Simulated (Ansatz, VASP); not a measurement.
Ga: VASP beside Ansatz

File POSCAR:

```
Ga
1.0
    0.0000000000      2.8744485395      2.8744485395
    2.8744485395      0.0000000000      2.8744485395
    2.8744485395      2.8744485395      0.0000000000
Ga
2
Direct
   -0.0875000000     -0.1375000000     -0.1375000000
    0.0875000000      0.1375000000      0.1375000000
```

Contents of INCAR.step1:

```
SYSTEM = Ga
  PREC = Accurate
  ENCUT = 520
  ISMEAR = -1
  SIGMA = 0.05
  LREAL = .False.
  LASPH = .True.
  NELM = 100
  NBANDS = 20
  GGA = PE
  ALGO = Normal
  EDIFF = 1E-4
  LWAVE = .True.
  LCHARG = .False.
```

Contents of INCAR.step2:

```
SYSTEM = Ga
  PREC = Accurate
  ENCUT = 520
  EDIFF = 1E-8
  ISMEAR = -1
  SIGMA = 0.05
  LREAL = .False.
  LASPH = .True.
  NELM = 100
  ALGO = Normal
  ISIF = 2
  LWAVE = .False.
  LCHARG = .False.
  METAGGA = R2SCAN
  LMIXTAU = .True.
  LEFG = .True.
  NBANDS = 20
  ISTART = 1
```

File KPOINTS:

```
regular mesh
0
Gamma
  9 9 9
  0 0 0
```

Input for Ansatz:

```yaml
crystal:
  lattice:
    - [0.0, 2.8744485395, 2.8744485395]
    - [2.8744485395, 0.0, 2.8744485395]
    - [2.8744485395, 2.8744485395, 0.0]
  atoms:
    - { symbol: Ga, position: [-0.0875, -0.1375, -0.1375] }
    - { symbol: Ga, position: [0.0875, 0.1375, 0.1375] }
kpoints:
  mp_grid: { grid: [9, 9, 9] }
scf:
  occupations: { method: fermi_dirac, width: 0.05 }
  n_extra_bands: 2
hamiltonian:
  xc: r2scan
  pseudopotentials: { kind: paw }
output:
  forces: true
  stress: true
  eigenvalues: true
  efg: { contact_densities: true }
  populations: true
basis:
  xc_grid: 1
```

Alike in both runs: task electric field gradients; functional r2SCAN; k mesh 9 × 9 × 9; occupations fermi-dirac, width 0.05 eV; no spin polarisation.

|  | VASP | Ansatz |
| --- | --- | --- |
| version | VASP 6.6.1 | Ansatz 0.2.0 |
| potentials or method | VASP PAW PBE potentials, release 64 (Ga_d) | PAW with Ansatz's default frozen-core files, scalar-relativistic |
| plane-wave cutoff (eV) | 520 | 500 |
| valence electrons in the cell | 26 | 26 |

Ansatz gave:

* gap on the k mesh at the Fermi level (eV): none
* pressure (GPa): 1.7
* traceless stress, the component that is largest in VASP (GPa): 3.12
* rms of the force components (eV/Å): 0.275

Question: Estimate VASP's values.

Answer: gap on the k mesh at the Fermi level (eV): none; pressure (GPa): 1.7; traceless stress, the component that is largest in VASP (GPa): 3.15; rms of the force components (eV/Å): 0.280.

VASP's potentials were made for PBE, not for r2SCAN. Atom by atom the forces differ by 0.005 eV/Å (rms over components). A gap of «none» marks a metal or a gap that the smearing closes. The functional is the same, so the differences come from potentials, cutoffs and numerics.
